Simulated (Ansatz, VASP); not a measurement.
Given: the input of a run of VASP 6.6.1 on CuO.

INCAR

```
SYSTEM = CuO
PREC = Accurate ; ENCUT = 520
EDIFF = 1E-6 ; ISMEAR = -1
SIGMA = 0.05 ; LREAL = .False.
LASPH = .True. ; NELM = 100
ALGO = Normal ; ISIF = 2
LWAVE = .False. ; LCHARG = .False.
GGA = B5 ; ALDAX = 1.0
AGGAX = 1.0 ; AGGAC = 1.0
ALDAC = 0.0 ; NBANDS = 16
```

File KPOINTS:

```
Automatic mesh
0
Gamma
  10 10 10
  0 0 0
```

Contents of POSCAR:

```
CuO
1.0
    0.0000000000      2.3116331135      2.3116331135
    2.3116331135      0.0000000000      2.3116331135
    2.3116331135      2.3116331135      0.0000000000
Cu O
1 1
Direct
    0.0000000000      0.0000000000      0.0000000000
    0.2500000000      0.2500000000      0.2500000000
```

Potentials or basis: VASP PAW PBE potentials, release 64 (Cu, O).

Command:

```sh
$ cat potpaw_PBE.64/Cu/POTCAR potpaw_PBE.64/O/POTCAR > POTCAR
$ mpirun -np 1 vasp_std > vasp.out
```

Translate it to Ansatz 0.2.0. Potentials there: Ansatz PAW.

As run (the cutoff follows the program's own potentials):

File input.yaml:

```yaml
crystal:
  lattice:
    - [0.0, 2.3116331135, 2.3116331135]
    - [2.3116331135, 0.0, 2.3116331135]
    - [2.3116331135, 2.3116331135, 0.0]
  atoms:
    - { symbol: Cu, position: [0.0, 0.0, 0.0] }
    - { symbol: O, position: [0.25, 0.25, 0.25] }
hamiltonian:
  xc: blyp
  pseudopotentials: { kind: paw }
kpoints:
  mp_grid: { grid: [10, 10, 10] }
scf:
  occupations: { method: fermi_dirac, width: 0.05 }
output:
  forces: true
  stress: true
  eigenvalues: true
```

Potentials or basis: Ansatz PAW.

Run with:

```bash
$ ansatz run input.yaml --threads 2 --pin off --max-ram 5632MiB --backend cpu --events-out ev --progress --plain --runs-dir out
```

Both were run:

|  | VASP | Ansatz | Ansatz less VASP |
| --- | --- | --- | --- |
| gap on the k mesh at the Fermi level (eV) | none | none | - |
| pressure (GPa) | -2.7 | -3.1 | -0.37 |

VASP's potentials were made for PBE, not for BLYP. A gap of «none» marks a metal or a gap that the smearing closes. VASP's potentials hold 17 valence electrons a cell and Ansatz's 25, so a difference there can come from the potentials and not from the codes.
